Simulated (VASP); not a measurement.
Set up this calculation in VASP 6.6.1, as the native input.

```
Task                   : single point
Functional             : PBE
Potentials or basis    : VASP PAW PBE potentials, release 64 (Hg, Te)
Cutoff                 : 520 eV
k mesh                 : 7 × 7 × 7
Occupations            : gaussian, width 0.029 eV
Spin                   : no spin polarisation
Dipole correction      : no
Further INCAR settings : ALGO = Normal; EDIFF = 1e-07; NBANDS = 16
```

The structure of HgTe lies in POSCAR:

```
HgTe
1.0
    0.0000000000      3.1800000000      3.1800000000
    3.1800000000      0.0000000000      3.1800000000
    3.1800000000      3.1800000000      0.0000000000
Hg Te
1 1
Direct
    0.0000000000      0.0000000000      0.0000000000
    0.5000000000      0.5000000000      0.5000000000
```

One way to write it, as run:

INCAR

```
SYSTEM = HgTe
ALGO = Normal
EDIFF = 1E-7
ENCUT = 520
GGA = PE
ISIF = 2
ISMEAR = 0
LASPH = .True.
LCHARG = .False.
LREAL = .False.
LWAVE = .False.
NBANDS = 16
NELM = 80
PREC = Accurate
SIGMA = 0.028999999999999998
```

KPOINTS

```
k-points
0
Gamma
  7 7 7
  0 0 0
```

Potentials or basis: VASP PAW PBE potentials, release 64 (Hg, Te).

The run is started by

```console
$ cat potpaw_PBE.64/Hg/POTCAR potpaw_PBE.64/Te/POTCAR > POTCAR
$ mpirun -np 1 vasp_std > vasp.out
```

It gave:

```json
{"Pressure": "-3.7 GPa", "Band gap on the k mesh": "zero (bands 9 and 10 overlap by 1.91 eV)"}
```

Caveat: the cell stands under tension; spin-orbit coupling is left out, which moves the levels of the heavy elements.

Wall time 8.8 s on 1 thread of Intel(R) Xeon(R) 6975P-C (Granite Rapids), with other jobs on the host, peak memory 0.2 GiB.
